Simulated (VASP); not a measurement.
# AlNi (P4/mmm) in VASP: further runs, part 2 of 2

VASP 6.6.1.

## Step 4: Single point, PBEsol (volume scaled by 0.94, then relaxed in part)

Contents of INCAR:

```
SYSTEM = AlNi
PREC     = Accurate       ! precision mode
ENCUT    = 520            ! plane-wave cutoff, eV
EDIFF    = 1E-7           ! SCF threshold, eV
ISMEAR   = 0              ! smearing method
SIGMA    = 0.1            ! smearing width, eV
LREAL    = .False.        ! projectors in reciprocal space
LASPH    = .True.         ! aspherical terms in the spheres
NELM     = 100            ! most SCF steps
ALGO     = Fast           ! electronic algorithm
ISIF     = 2              ! what is computed and relaxed
LWAVE    = .False.        ! write WAVECAR
LCHARG   = .True.         ! write CHGCAR
GGA      = PS             ! functional
LELF     = .True.         ! ELF
LVHAR    = .True.       
NBANDS   = 14             ! bands
```

Contents of KPOINTS:

```
regular mesh
0
Gamma
  16 16 14
  0 0 0
```

Contents of POSCAR:

```
AlNi
1.0
    1.9800649153     -1.9800861735      0.0000000000
    1.9800649153      1.9800861735      0.0000000000
    0.0000000000      0.0000000000      2.8108330114
Al Ni
1 1
Direct
    0.0000000000      0.0000000000      0.0000000000
    0.5000000000      0.5000000000      0.5000000000
```

Potentials or basis: VASP PAW PBE potentials, release 64 (Al, Ni).

The run is started by

```console
$ cat potpaw_PBE.64/Al/POTCAR potpaw_PBE.64/Ni/POTCAR > POTCAR
$ mpirun -np 1 vasp_std > vasp.out
```

OUTCAR:

```text
SYSTEM = AlNi
   PREC = Accurate
   ENCUT = 520
   EDIFF = 1E-7
   ISMEAR = 0
   LREAL = .False.
   LASPH = .True.
   NELM = 100
   ISIF = 2
   GGA = PS

 ion  position               nearest neighbor table
   1  0.000  0.000  0.000-   2 2.43   2 2.43   2 2.43   2 2.43   2 2.43   2 2.43   2 2.43   2 2.43

   2  0.500  0.500  0.500-   1 2.43   1 2.43   1 2.43   1 2.43   1 2.43   1 2.43   1 2.43   1 2.43

  LATTYP: Found a base centered orthorhombic cell.
 ALAT       =     3.9601298306
 B/A-ratio  =     1.0000107361
 C/A-ratio  =     0.7097830454

  Lattice vectors:

 A1 = (   1.9800649153,  -1.9800861735,   0.0000000000)
 A2 = (   1.9800649153,   1.9800861735,   0.0000000000)
 A3 = (   0.0000000000,   0.0000000000,   2.8108330114)

Analysis of symmetry for initial positions (statically):
=====================================================================
 Subroutine PRICEL returns:
 Original cell was already a primitive cell.

 Routine SETGRP: Setting up the symmetry group for a
 base centered orthorhombic supercell.

 Subroutine GETGRP returns: Found  8 space group operations
 (whereof  8 operations were pure point group operations)
 out of a pool of  8 trial point group operations.

The static configuration has the point symmetry D_2h.

Analysis of symmetry for dynamics (positions and initial velocities):
=====================================================================
 Subroutine PRICEL returns:
 Original cell was already a primitive cell.

 Routine SETGRP: Setting up the symmetry group for a
 base centered orthorhombic supercell.

 Subroutine GETGRP returns: Found  8 space group operations
 (whereof  8 operations were pure point group operations)
 out of a pool of  8 trial point group operations.

The dynamic configuration has the point symmetry D_2h.

 Subroutine INISYM returns: Found  8 space group operations
 (whereof  8 operations are pure point group operations),
 and found     1 'primitive' translations

----------------------------------------------------------------------------------------

[... 124 lines left out ...]
 RMM-DIIS sequential band-by-band and
 Gauss-broadening in eV      SIGMA  =   0.10
  energy-cutoff  :      520.00
  volume of cell :       22.04
 maximum number of plane-waves:       624
 NGX is ok and might be reduce to    24
   NGX = 11   NGY = 11   NGZ = 11

 number of electron      12.9999987 magnetization

 Free energy of the ion-electron system (eV)
  ---------------------------------------------------
  ext. energy  EPLUGINS =         0.00000000
  ---------------------------------------------------
  free energy    TOTEN  =       -11.53661554 eV

  energy without entropy =      -11.53317048  energy(sigma->0) =      -11.53489301

 E-fermi :  10.9985     XC(G=0): -12.5677

 val. band max:       10.9952223117   @ k =  -0.2500   0.0625   0.3571
 cond. band min:      10.9999217203   @ k =  -0.3750   0.3750   0.5000
 fundamental gap:      0.0046994085
 Fermi energy:        10.9985300798

 k-point     1 :       0.0000    0.0000    0.0000
  band No.  band energies     occupation
      1      -0.7299      2.00000
      2       7.3616      2.00000
      3       7.3641      2.00000
      4       9.2924      2.00000
      5       9.2924      2.00000
      6       9.3031      2.00000
      7      16.7702      0.00000
      8      16.9133      0.00000
      9      16.9134      0.00000
     10      19.4108      0.00000
     11      19.4421      0.00000
     12      26.2586      0.00000
     13      32.8481      0.00000
     14      32.8921      0.00000
[... 377 lines left out ...]
      1      -0.5771      2.00000
      2       7.3708      2.00000
      3       7.3886      2.00000
      4       9.2311      2.00000
      5       9.2522      2.00000
      6       9.2692      2.00000
      7      15.9703      0.00000
      8      16.3512      0.00000
      9      16.9728      0.00000
     10      19.8152      0.00000
     11      20.6284      0.00000
     12      26.7444      0.00000
     13      31.1016      0.00000
     14      31.9133      0.00000

 [... further k-points ...]

------------------------ aborting loop because EDIFF is reached ----------------------------------------

  FORCE on cell =-STRESS in cart. coord.  units (eV):
  Direction    XX          YY          ZZ          XY          YZ          ZX
  --------------------------------------------------------------------------------------
  -------------------------------------------------------------------------------------
  Total        1.6970144      1.6965466      1.6855026      0.0000000      0.0000000      0.0000000
  in kB      123.3580687    123.3240573    122.5212578      0.0000000      0.0000000      0.0000000
  external PRESSURE =     123.0677946 kB  Pullay stress =       0.0000000 kB

 VOLUME and BASIS-vectors are now :
 -----------------------------------------------------------------------------
  energy-cutoff  :      520.00
  volume of cell :       22.04
      direct lattice vectors                 reciprocal lattice vectors
     1.980064915 -1.980086173  0.000000000     0.252516974 -0.252514263  0.000000000
     1.980064915  1.980086173  0.000000000     0.252516974  0.252514263  0.000000000
     0.000000000  0.000000000  2.810833011     0.000000000  0.000000000  0.355766421

 POSITION                                       TOTAL-FORCE (eV/Angst)
 -----------------------------------------------------------------------------------
      0.00000      0.00000      0.00000         0.000000     -0.000000      0.000000
      1.98006      0.00000      1.40542         0.000000      0.000000      0.000000
 -----------------------------------------------------------------------------------
    total drift:                                0.000000     -0.000000     -0.000000

  FREE ENERGIE OF THE ION-ELECTRON SYSTEM (eV)
  ---------------------------------------------------
  free  energy   TOTEN  =       -11.5366155408 eV

  energy  without entropy=      -11.5331704799  energy(sigma->0) =      -11.53489301
```

stdout:

```text
POSCAR found type information on POSCAR AlNi
 POSCAR found :  2 types and       2 ions
 scaLAPACK will be used
 -----------------------------------------------------------------------------
|                                                                             |
|                                                                             |
|     You enforced a specific xc type in the INCAR file but a different       |
|     I HOPE YOU KNOW WHAT YOU ARE DOING!                                     |
|                                                                             |
 -----------------------------------------------------------------------------

 LDA part: xc-table for (Slater+PW92), standard interpolation
 POSCAR, INCAR and KPOINTS ok, starting setup
 FFT: planning ... GRIDC
 FFT: planning ... GRID_SOFT
 FFT: planning ... GRID
 WAVECAR not read
 entering main loop
WARNING in EDDRMM: call to ZHEGV failed, returncode =   6  3     13
WARNING in EDDRMM: call to ZHEGV failed, returncode =   8  4     14
WARNING in EDDRMM: call to ZHEGV failed, returncode =   8  4     12
WARNING in EDDRMM: call to ZHEGV failed, returncode =   8  4     14
WARNING in EDDRMM: call to ZHEGV failed, returncode =   8  4     14
```

It took 64 s on 1 thread of Intel Xeon 6975P-C (Granite Rapids), shared host; peak memory 0.3 GiB.

What came out:

```
Free energy : -11.5366 eV
Pressure    : 12.3 GPa
```

Caveat: the PAW data sets were made with another functional, which shifts forces and pressure a little. Spin polarisation is off, so any magnetic state and its effect on volume and gap are missing.

## Step 5: Overview

```csv
cell,k mesh,further INCAR settings,gap on the mesh (eV),pressure (GPa)
"a = 2.916, b = 2.916, c = 2.800 Å, 2 atoms",18 × 18 × 18,ALGO = Fast; EDIFF = 1e-06; NBANDS = 14,none,-2.1
"a = 2.944, b = 2.944, c = 2.771 Å, 2 atoms",18 × 18 × 18,ALGO = Fast; EDIFF = 1e-07; NBANDS = 14,none,-3.6
"a = 2.800, b = 2.800, c = 2.811 Å, 2 atoms",16 × 16 × 14,ALGO = Fast; EDIFF = 1e-07; NBANDS = 14,none,12.3
```

Alike in all rows: task single point; level PBEsol; potentials or basis VASP PAW PBE potentials, release 64 (Al, Ni); no spin polarisation; cutoff (eV) 520; smearing gaussian 0.1 eV.

Caveats: the PAW data sets were made with another functional, which shifts forces and pressure a little.

Total energies depend on the potentials used, so only differences within one code and one set of settings carry meaning.
